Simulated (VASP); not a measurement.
# Na2PtCl6 (Fm-3m) in VASP: single point with PBE

Aim: the single point of Na2PtCl6 with PBE.

Everything below comes from runs of VASP 6.6.1. Logs are shortened: lines on timing, memory, paths and dates and some standing lists are left out, and cuts for length are marked.

## Step 1: The cell of the first run

Symmetry: Fm-3m, No. 225, cubic system. Conventional cell: a = 9.537 Å, b = 9.537 Å, c = 9.537 Å, α = 90.00°, β = 90.00°, γ = 90.00°. Pt (site symmetry m-3m) has 6 Cl at 2.24 Å within 3.0 Å. Na (site symmetry -43m) has 12 Cl at 3.37 Å and 4 Pt at 4.13 Å within 4.4 Å. Within 3.0 Å of Cl (site symmetry 4mm) lie 1 Pt at 2.24 Å.

## Step 2: Single point, PBE

INCAR reads:

```
SYSTEM = Na2PtCl6
PREC = Accurate
ENCUT = 500
EDIFF = 1E-6
ISMEAR = 1
SIGMA = 0.0906
LREAL = .FALSE.
LASPH = .TRUE.
NELM = 120
ALGO = Normal
ISIF = 2
LWAVE = .FALSE.
LCHARG = .FALSE.
GGA = PE
NBANDS = 43
ISYM = -1
GGA_COMPAT = .FALSE.
```

KPOINTS reads:

```
explicit points
14
Reciprocal
  0.16666667   0.16666667   0.16666667 2
  0.16666667   0.16666667   0.50000000 2
  0.16666667   0.16666667   0.83333333 2
  0.16666667   0.50000000   0.16666667 2
  0.16666667   0.50000000   0.50000000 2
  0.16666667   0.50000000   0.83333333 2
  0.16666667   0.83333333   0.16666667 2
  0.16666667   0.83333333   0.50000000 2
  0.16666667   0.83333333   0.83333333 2
  0.50000000   0.16666667   0.16666667 2
  0.50000000   0.16666667   0.50000000 2
  0.50000000   0.16666667   0.83333333 2
  0.50000000   0.50000000   0.16666667 2
  0.50000000   0.50000000   0.50000000 1
```

POSCAR reads:

```
Na2PtCl6
1.0
    0.0000000000      4.7685210000      4.7685210000
    4.7685210000      0.0000000000      4.7685210000
    4.7685210000      4.7685210000      0.0000000000
Pt Na Cl
1 2 6
Direct
    0.0000000000      0.0000000000      0.0000000000
    0.2500000000      0.2500000000      0.2500000000
    0.7500000000      0.7500000000      0.7500000000
    0.7650000000      0.2350000000      0.2350000000
    0.2350000000      0.7650000000      0.2350000000
    0.2350000000      0.7650000000      0.7650000000
    0.7650000000      0.2350000000      0.7650000000
    0.2350000000      0.2350000000      0.7650000000
    0.7650000000      0.7650000000      0.2350000000
```

Potentials or basis: VASP PAW PBE potentials, release 64 (Pt, Na_pv, Cl).

Started as:

```bash
$ cat potpaw_PBE.64/Pt/POTCAR potpaw_PBE.64/Na_pv/POTCAR potpaw_PBE.64/Cl/POTCAR > POTCAR
$ mpirun -np 1 vasp_std > vasp.out
```

OUTCAR:

```text
SYSTEM = Na2PtCl6
   PREC = Accurate
   ENCUT = 500
   EDIFF = 1E-6
   ISMEAR = 1
   LREAL = .FALSE.
   LASPH = .TRUE.
   NELM = 120
   ISIF = 2
   GGA = PE
   ISYM = -1

 ion  position               nearest neighbor table
   1  0.000  0.000  0.000-   4 2.24   5 2.24   6 2.24   7 2.24   8 2.24   9 2.24
   2  0.250  0.250  0.250-
   3  0.750  0.750  0.750-
   4  0.765  0.235  0.235-   1 2.24
   5  0.235  0.765  0.235-   1 2.24
   6  0.235  0.765  0.765-   1 2.24
   7  0.765  0.235  0.765-   1 2.24
   8  0.235  0.235  0.765-   1 2.24
   9  0.765  0.765  0.235-   1 2.24

IMPORTANT INFORMATION: All symmetrisations will be switched off!
NOSYMM: (Re-)initialisation of all symmetry stuff for point group C_1.

----------------------------------------------------------------------------------------

                                     Primitive cell

  volume of cell :     216.8608

  direct lattice vectors                    reciprocal lattice vectors
     0.000000000  4.768521000  4.768521000    -0.104854314  0.104854314  0.104854314
     4.768521000  0.000000000  4.768521000     0.104854314 -0.104854314  0.104854314
     4.768521000  4.768521000  0.000000000     0.104854314  0.104854314 -0.104854314

  length of vectors
     6.743707071  6.743707071  6.743707071     0.181613000  0.181613000  0.181613000

  position of ions in fractional coordinates (direct lattice)
     0.000000000  0.000000000  0.000000000
     0.250000000  0.250000000  0.250000000
     0.750000000  0.750000000  0.750000000
     0.765000000  0.235000000  0.235000000
     0.235000000  0.765000000  0.235000000
     0.235000000  0.765000000  0.765000000
     0.765000000  0.235000000  0.765000000
     0.235000000  0.235000000  0.765000000
     0.765000000  0.765000000  0.235000000

  ion indices of the primitive-cell ions
   primitive index   ion index
                 1           1
                 2           2
                 3           3
                 4           4
                 5           5
                 6           6
                 7           7
                 8           8
                 9           9

----------------------------------------------------------------------------------------

 KPOINTS: explicit points

Read explicit list of k-points.

 Found     14 k-points:

 Following reciprocal coordinates:
            Coordinates               Weight
  0.166667  0.166667  0.166667      0.074074
  0.166667  0.166667  0.500000      0.074074
  0.166667  0.166667  0.833333      0.074074
  0.166667  0.500000  0.166667      0.074074
  0.166667  0.500000  0.500000      0.074074
  0.166667  0.500000  0.833333      0.074074
  0.166667  0.833333  0.166667      0.074074
  0.166667  0.833333  0.500000      0.074074
  0.166667  0.833333  0.833333      0.074074
  0.500000  0.166667  0.166667      0.074074
  0.500000  0.166667  0.500000      0.074074
  0.500000  0.166667  0.833333      0.074074
  0.500000  0.500000  0.166667      0.074074
  0.500000  0.500000  0.500000      0.037037
   k-points           NKPTS =     14   k-points in BZ     NKDIM =     14   number of bands    NBANDS=     43
   number of dos      NEDOS =    301   number of ions     NIONS =      9
   total plane-waves  NPLWV = 125000
   dimension x,y,z NGX =    50 NGY =   50 NGZ =   50
   dimension x,y,z NGXF=   100 NGYF=  100 NGZF=  100
   ions per type =               1   2   6
   NGX,Y,Z   is equivalent  to a cutoff of  12.33, 12.33, 12.33 a.u.
   NGXF,Y,Z  is equivalent  to a cutoff of  24.65, 24.65, 24.65 a.u.
 SYSTEM =  Na2PtCl6
   PREC   = accura    normal or accurate (medium, high low for compatibility)
   ISTART =      0    job   : 0-new  1-cont  2-samecut
   ICHARG =      2    charge: 1-file 2-atom 10-const
   ISPIN  =      1    spin polarized calculation?
   LNONCOLLINEAR =      F non collinear calculations
   LSORBIT =      F    spin-orbit coupling
   LASPH  =      T    aspherical Exc in radial PAW
   ENCUT  =  500.0 eV  36.75 Ry    6.06 a.u.  12.30 12.30 12.30*2*pi/ulx,y,z
   NELM   =    120;   NELMIN=  2; NELMDL= -5     # of ELM steps
   EDIFF  = 0.1E-05   stopping-criterion for ELM
   LREAL  =      F    real-space projection
   EDIFFG = 0.1E-04   stopping-criterion for IOM
   NSW    =      0    number of steps for IOM
   IBRION =     -1    ionic relax: 0-MD 1-quasi-New 2-CG
   NFREE  =      0    steps in history (QN), initial steepest desc. (CG)
   ISIF   =      2    stress and relaxation
   ISYM   =     -1    0-nonsym 1-usesym 2-fastsym
   POTIM  = 0.5000    time-step for ionic-motion
   TEBEG  =    0.0;   TEEND  =   0.0 temperature during run
   PSTRESS=    0.0 pullay stress
   NELECT =      66.0000    total number of electrons
   NUPDOWN=      -1.0000    fix difference up-down
   EMIN   =  10.00;   EMAX   =-10.00  energy-range for DOS
   EFERMI =   0.00;   METHOD = LEGACY
   ISMEAR =     1;   SIGMA  =   0.09  broadening in eV -4-tet -1-fermi 0-gaus
   EFERMI_NEDOS =   21; number of points for ismear=-14 and -15
   IALGO  =     38    algorithm
   IMIX   =      4    mixing-type and parameters
     AMIX     =   0.40;   BMIX     =  1.00
     AMIX_MAG =   1.60;   BMIX_MAG =  1.00
  volume/ion in A,a.u.               =      24.10       162.61
  Fermi-wavevector in a.u.,A,eV,Ry     =   1.101190  2.080948 16.498703  1.212620
  Thomas-Fermi vector in A             =   2.237614
   LORBIT       =      0    0 simple, 1 ext, 2 COOP (PROOUT), +10 PAW based schemes
   GGA     = PE    functional components
   LHFCALC =     F    Hartree Fock is set to
   AEXX    =    0.0000 exact exchange contribution
   IVDW    =     0    specifies the selected vdW correction
   LEPSILON=     F    determine dielectric tensor
   LRPA    =     F    only Hartree local field effects (RPA)
 non-spin polarized calculation
 Methfessel and Paxton  Order N= 1 SIGMA  =   0.09
  energy-cutoff  :      500.00
  volume of cell :      216.86
 maximum number of plane-waves:      5515
 NGX is ok and might be reduce to    50
   NGX = 25   NGY = 25   NGZ = 25

 number of electron      65.9999996 magnetization

 Free energy of the ion-electron system (eV)
  ---------------------------------------------------
  ext. energy  EPLUGINS =         0.00000000
  ---------------------------------------------------
  free energy    TOTEN  =       -28.62182146 eV

  energy without entropy =      -28.62533482  energy(sigma->0) =      -28.62299258

 E-fermi :   0.9112     XC(G=0):  -8.3551

 val. band max:        0.8374126960   @ k =   0.1667   0.5000   0.5000
 cond. band min:       3.1953736057   @ k =   0.5000   0.1667   0.5000
 fundamental gap:      2.3579609097
 Fermi energy:         0.9112063081

 k-point     1 :       0.1667    0.1667    0.1667
  band No.  band energies     occupation
      1     -21.7156      2.00000
      2     -21.7156      2.00000
      3     -21.7156      2.00000
      4     -21.7149      2.00000
      5     -21.7149      2.00000
      6     -21.7149      2.00000
[... 35 lines left out ...]
     42       9.8053      0.00000
     43       9.8054      0.00000

 k-point     2 :       0.1667    0.1667    0.5000
  band No.  band energies     occupation
      1     -21.7158      2.00000
      2     -21.7154      2.00000
      3     -21.7153      2.00000
      4     -21.7152      2.00000
      5     -21.7152      2.00000
      6     -21.7147      2.00000
[... 35 lines left out ...]
     42       9.4206      0.00000
     43       9.9751      0.00000

 k-point     3 :       0.1667    0.1667    0.8333
  band No.  band energies     occupation
      1     -21.7157      2.00000
      2     -21.7157      2.00000
      3     -21.7155      2.00000
      4     -21.7151      2.00000
      5     -21.7148      2.00000
      6     -21.7148      2.00000
[... 35 lines left out ...]
     42       9.8800      0.00000
     43       9.8860      0.00000

 k-point     4 :       0.1667    0.5000    0.1667
  band No.  band energies     occupation
      1     -21.7158      2.00000
      2     -21.7154      2.00000
      3     -21.7153      2.00000
      4     -21.7152      2.00000
      5     -21.7152      2.00000
      6     -21.7147      2.00000
[... 35 lines left out ...]
     42       9.4206      0.00000
     43       9.9745      0.00000

 k-point     5 :       0.1667    0.5000    0.5000
  band No.  band energies     occupation
      1     -21.7161      2.00000
      2     -21.7158      2.00000
      3     -21.7158      2.00000
      4     -21.7148      2.00000
      5     -21.7148      2.00000
      6     -21.7146      2.00000
[... 35 lines left out ...]
     42       9.4630      0.00000
     43       9.9489      0.00000

 k-point     6 :       0.1667    0.5000    0.8333
  band No.  band energies     occupation
      1     -21.7160      2.00000
      2     -21.7159      2.00000
      3     -21.7153      2.00000
      4     -21.7153      2.00000
      5     -21.7147      2.00000
      6     -21.7147      2.00000
[... 35 lines left out ...]
     42       9.4876      0.00000
     43       9.9421      0.00000

 k-point     7 :       0.1667    0.8333    0.1667
  band No.  band energies     occupation
      1     -21.7157      2.00000
      2     -21.7157      2.00000
      3     -21.7155      2.00000
      4     -21.7151      2.00000
      5     -21.7148      2.00000
      6     -21.7148      2.00000
[... 35 lines left out ...]
     42       9.8800      0.00000
     43       9.8860      0.00000

 k-point     8 :       0.1667    0.8333    0.5000
  band No.  band energies     occupation
      1     -21.7160      2.00000
      2     -21.7159      2.00000
      3     -21.7153      2.00000
      4     -21.7153      2.00000
      5     -21.7147      2.00000
      6     -21.7147      2.00000
[... 35 lines left out ...]
     42       9.4876      0.00000
     43       9.9421      0.00000

 k-point     9 :       0.1667    0.8333    0.8333
  band No.  band energies     occupation
      1     -21.7157      2.00000
      2     -21.7157      2.00000
      3     -21.7155      2.00000
      4     -21.7151      2.00000
      5     -21.7148      2.00000
      6     -21.7148      2.00000
[... 35 lines left out ...]
     42       9.8801      0.00000
     43       9.8860      0.00000

 k-point    10 :       0.5000    0.1667    0.1667
  band No.  band energies     occupation
      1     -21.7158      2.00000
      2     -21.7154      2.00000
      3     -21.7153      2.00000
      4     -21.7152      2.00000
      5     -21.7152      2.00000
      6     -21.7147      2.00000
[... 35 lines left out ...]
     42       9.4206      0.00000
     43       9.9746      0.00000

 k-point    11 :       0.5000    0.1667    0.5000
  band No.  band energies     occupation
      1     -21.7161      2.00000
      2     -21.7158      2.00000
      3     -21.7158      2.00000
      4     -21.7148      2.00000
      5     -21.7148      2.00000
      6     -21.7146      2.00000
[... 35 lines left out ...]
     42       9.4630      0.00000
     43       9.9488      0.00000

 k-point    12 :       0.5000    0.1667    0.8333
  band No.  band energies     occupation
      1     -21.7160      2.00000
      2     -21.7159      2.00000
      3     -21.7153      2.00000
      4     -21.7153      2.00000
      5     -21.7147      2.00000
      6     -21.7147      2.00000
[... 35 lines left out ...]
     42       9.4876      0.00000
     43       9.9423      0.00000

 k-point    13 :       0.5000    0.5000    0.1667
  band No.  band energies     occupation
      1     -21.7161      2.00000
      2     -21.7158      2.00000
      3     -21.7158      2.00000
      4     -21.7148      2.00000
      5     -21.7148      2.00000
      6     -21.7146      2.00000
[... 35 lines left out ...]
     42       9.4630      0.00000
     43       9.9488      0.00000

 k-point    14 :       0.5000    0.5000    0.5000
  band No.  band energies     occupation
      1     -21.7154      2.00000
      2     -21.7153      2.00000
      3     -21.7153      2.00000
      4     -21.7153      2.00000
      5     -21.7152      2.00000
      6     -21.7152      2.00000
[... 35 lines left out ...]
     42       9.6926      0.00000
     43       9.6936      0.00000

------------------------ aborting loop because EDIFF is reached ----------------------------------------

  FORCE on cell =-STRESS in cart. coord.  units (eV):
  Direction    XX          YY          ZZ          XY          YZ          ZX
  --------------------------------------------------------------------------------------
  -------------------------------------------------------------------------------------
  Total        7.5680141      7.5678266      7.5679329     -0.0025186     -0.0025351     -0.0025164
  in kB       55.9128227     55.9114381     55.9122229     -0.0186074     -0.0187295     -0.0185911
  external PRESSURE =      55.9121613 kB  Pullay stress =       0.0000000 kB

 VOLUME and BASIS-vectors are now :
 -----------------------------------------------------------------------------
  energy-cutoff  :      500.00
  volume of cell :      216.86
      direct lattice vectors                 reciprocal lattice vectors
     0.000000000  4.768521000  4.768521000    -0.104854314  0.104854314  0.104854314
     4.768521000  0.000000000  4.768521000     0.104854314 -0.104854314  0.104854314
     4.768521000  4.768521000  0.000000000     0.104854314  0.104854314 -0.104854314

 POSITION                                       TOTAL-FORCE (eV/Angst)
 -----------------------------------------------------------------------------------
      0.00000      0.00000      0.00000         0.000004     -0.000004      0.000005
      2.38426      2.38426      2.38426        -0.000016     -0.000016     -0.000013
      7.15278      7.15278      7.15278         0.000012      0.000011      0.000015
      2.24120      4.76852      4.76852         1.623219      0.000322      0.000321
      4.76852      2.24120      4.76852         0.000318      1.623211      0.000319
      7.29584      4.76852      4.76852        -1.623211     -0.000321     -0.000323
      4.76852      7.29584      4.76852        -0.000325     -1.623206     -0.000317
      4.76852      4.76852      2.24120         0.000320      0.000317      1.623214
      4.76852      4.76852      7.29584        -0.000321     -0.000314     -1.623220
 -----------------------------------------------------------------------------------
    total drift:                                0.000013      0.000020     -0.000010

  FREE ENERGIE OF THE ION-ELECTRON SYSTEM (eV)
  ---------------------------------------------------
  free  energy   TOTEN  =       -28.6218214558 eV

  energy  without entropy=      -28.6253348212  energy(sigma->0) =      -28.62299258
```

It took 2.4 min on 1 thread of AMD EPYC 7R13 (Zen 3), shared host; peak memory 0.33 GiB.

Results:

```yaml
Free_energy: -28.6218 eV
Pressure: 5.6 GPa
Largest_force: 1.623 eV/Å
Band_gap_on_the_k_mesh: 2.36 eV
```

Forces on the atoms (eV/Å):
```
Pt   0.000  0.000  0.000
Na   0.000  0.000  0.000
Na   0.000  0.000  0.000
Cl   1.623  0.000  0.000
Cl   0.000  1.623  0.000
Cl  -1.623  0.000  0.000
Cl   0.000 -1.623  0.000
Cl   0.000  0.000  1.623
Cl   0.000  0.000 -1.623
```

Caveat: the cell stands under pressure; spin-orbit coupling is left out, which moves the levels of the heavy elements; a shifted mesh leaves out Γ, where band edges can lie; forces of over 1 eV/Å act on the atoms, so gaps and moduli don't describe the material at rest. A k mesh can miss the band edges.
